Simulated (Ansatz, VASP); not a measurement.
# Sc in VASP and in Ansatz

File INCAR:

```
SYSTEM = Sc
ALGO = Normal
EDIFF = 1E-6
ENCUT = 520
GGA = PE
ISIF = 2
ISMEAR = -1
LASPH = .TRUE.
LCHARG = .TRUE.
LELF = .TRUE.
LREAL = .FALSE.
LVHAR = .TRUE.
LWAVE = .FALSE.
NBANDS = 12
NELM = 60
PREC = Accurate
SIGMA = 0.05
```

The input KPOINTS:

```
k-points
0
G
  10 10 10
  0 0 0
```

POSCAR

```
Sc
1.0
    3.1365971845      0.0000000000      0.0000000000
    1.4714439712      2.7860806271      0.0000000000
    1.5173726363      0.9075344187      2.6195907938
Sc
1
Direct
    0.0000000000      0.0000000000      0.0000000000
```

The input input.yaml:

```yaml
crystal:
  lattice:
    - [3.1365971845, 0.0, 0.0]
    - [1.4714439712, 2.7860806271, 0.0]
    - [1.5173726363, 0.9075344187, 2.6195907938]
  atoms:
    - { symbol: Sc, position: [0.0, 0.0, 0.0] }
kpoints:
  mp_grid: { grid: [10, 10, 10] }
scf:
  occupations: { method: fermi_dirac, width: 0.05 }
hamiltonian:
  xc: pbe
  pseudopotentials: { kind: all_electron, lapw: { basis_error: 0.0005 } }
output:
  forces: true
  stress: true
  eigenvalues: true
```

Change from the starting cell: volume scaled by 0.94.

Alike in both runs: task single point; functional PBE; k mesh 10 × 10 × 10; occupations fermi-dirac, width 0.05 eV; no spin polarisation.

|  | VASP | Ansatz |
| --- | --- | --- |
| version | VASP 6.6.1 | Ansatz 0.2.0 |
| potentials or method | VASP PAW PBE potentials, release 64 (Sc_sv), cutoff 520 eV | all-electron LAPW, scalar-relativistic |

```tsv
	VASP	Ansatz	Ansatz less VASP
gap on the k mesh at the Fermi level (eV)	none	none	-
pressure (GPa)	4.4	4.3	-0.04
traceless stress, the component that is largest in VASP (GPa)	1.11	1.11	-0.004
```

A gap of «none» marks a metal or a gap that the smearing closes. Ansatz ran all-electron here, and VASP with PAW potentials.
